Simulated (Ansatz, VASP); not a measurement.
**Si2Mo in VASP and in Ansatz**

File INCAR:

```
PREC = Accurate ; ENCUT = 600
EDIFF = 1E-6 ; ISMEAR = -1
SIGMA = 0.05 ; LREAL = False
LASPH = True ; NELM = 60
ALGO = Normal ; ISIF = 3
LWAVE = False ; LCHARG = False
GGA = RP ; IBRION = 2
NSW = 60 ; EDIFFG = -0.01
```

The input KPOINTS:

```
regular mesh
0
Gamma
  7 7 4
```

Contents of POSCAR:

```
Si2Mo
1.0
    4.5854715599      0.0000000000      0.0000000000
   -2.2927357800      3.9711348592      0.0000000000
    0.0000000000      0.0000000000      6.5797601000
Mo Si
3 6
Direct
    0.5000000000      0.5000000000      0.8333333333
    0.0000000000      0.5000000000      0.1666666667
    0.5000000000      0.0000000000      0.5000000000
    0.1638729800      0.3277459600      0.5000000000
    0.6722540400      0.8361270200      0.1666666667
    0.8361270200      0.1638729800      0.8333333333
    0.8361270200      0.6722540400      0.5000000000
    0.3277459600      0.1638729800      0.1666666667
    0.1638729800      0.8361270200      0.8333333333
```

Contents of input.yaml:

```yaml
crystal:
  lattice:
    - [4.5854715599, 0.0, 0.0]
    - [-2.29273578, 3.9711348592, 0.0]
    - [0.0, 0.0, 6.5797601]
  atoms:
    - { symbol: Mo, position: [0.5, 0.5, 0.8333333333] }
    - { symbol: Mo, position: [0.0, 0.5, 0.1666666667] }
    - { symbol: Mo, position: [0.5, 0.0, 0.5] }
    - { symbol: Si, position: [0.16387298, 0.32774596, 0.5] }
    - { symbol: Si, position: [0.67225404, 0.83612702, 0.1666666667] }
    - { symbol: Si, position: [0.83612702, 0.16387298, 0.8333333333] }
    - { symbol: Si, position: [0.83612702, 0.67225404, 0.5] }
    - { symbol: Si, position: [0.32774596, 0.16387298, 0.1666666667] }
    - { symbol: Si, position: [0.16387298, 0.83612702, 0.8333333333] }
hamiltonian:
  xc: rpbe
  pseudopotentials: { kind: paw }
kpoints:
  mp_grid: { grid: [7, 7, 4] }
scf:
  occupations: { method: fermi_dirac, width: 0.05 }
output:
  forces: true
  stress: true
  eigenvalues: true
relax:
  f_tol: 0.01
  max_steps: 40
  cell: { stress_tol: 0.05 }
```

Alike in both runs: task relaxation of cell and atoms; functional RPBE; k mesh 7 × 7 × 4; occupations fermi-dirac, width 0.05 eV; no spin polarisation.

|  | VASP | Ansatz |
| --- | --- | --- |
| version | VASP 6.6.1 | Ansatz 0.2.0 |
| potentials or method | VASP PAW PBE potentials, release 64 (Mo_sv, Si) | Ansatz PAW |
| plane-wave cutoff (eV) | 600 | 420 |
| valence electrons in the cell | 66 | 66 |

```tsv
	VASP	Ansatz	Ansatz less VASP
gap on the k mesh at the Fermi level, each at its own relaxed structure (eV)	0.28	0.28	+0.001
relaxed volume (Å³/atom)	13.69	13.71	+0.019
relaxed cell length with the largest relative difference (Å)	4.631	4.634	+0.0022
```

VASP's potentials were made for PBE, not for RPBE.

Noted on Ansatz's run: odd divisions of the mesh miss points on the zone boundary, where band edges often lie, so the gap on the mesh can be too wide; the plane-wave basis is chosen anew once the cell has moved, so the energies of steps on either side of that aren't comparable.
